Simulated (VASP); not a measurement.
A run of VASP 6.6.1 is set up as follows.

File INCAR:

```
SYSTEM = KCd3
PREC = Accurate
ENCUT = 600
EDIFF = 1E-7
ISMEAR = -1
SIGMA = 0.05
LREAL = .False.
LASPH = .True.
NELM = 60
ALGO = Normal
ISIF = 8
LWAVE = .False.
LCHARG = .False.
GGA = PS
IBRION = 2
NSW = 80
EDIFFG = -0.03
```

KPOINTS

```
regular mesh
0
Gamma
  5 5 5
  0 0 0
```

Contents of POSCAR:

```
KCd3
1.0
    0.0000000000      3.9107430000      3.9107430000
    3.9107430000      0.0000000000      3.9107430000
    3.9107430000      3.9107430000      0.0000000000
K Cd
1 3
Direct
    0.0000000000      0.0000000000      0.0000000000
    0.2500000000      0.2500000000      0.2500000000
    0.7500000000      0.7500000000      0.7500000000
    0.5000000000      0.5000000000      0.5000000000
```

Potentials or basis: VASP PAW PBE potentials, release 64 (K_sv, Cd).

Run with:

```console
$ cat potpaw_PBE.64/K_sv/POTCAR potpaw_PBE.64/Cd/POTCAR > POTCAR
$ mpirun -np 1 vasp_std > vasp.out
```

(1) Estimate the relaxed cell.

(2) Estimate the space group after relaxing (to 0.05 Å).

(3) Predict the relaxed volume.

Answers

(1) a = 5.262 Å, b = 5.262 Å, c = 5.262 Å, α = 60.00°, β = 60.00°, γ = 60.00°.

(2) Fm-3m (No. 225).

(3) 25.76 Å³/atom.

Caveat: the PAW data sets were made with another functional, which shifts forces and pressure a little.
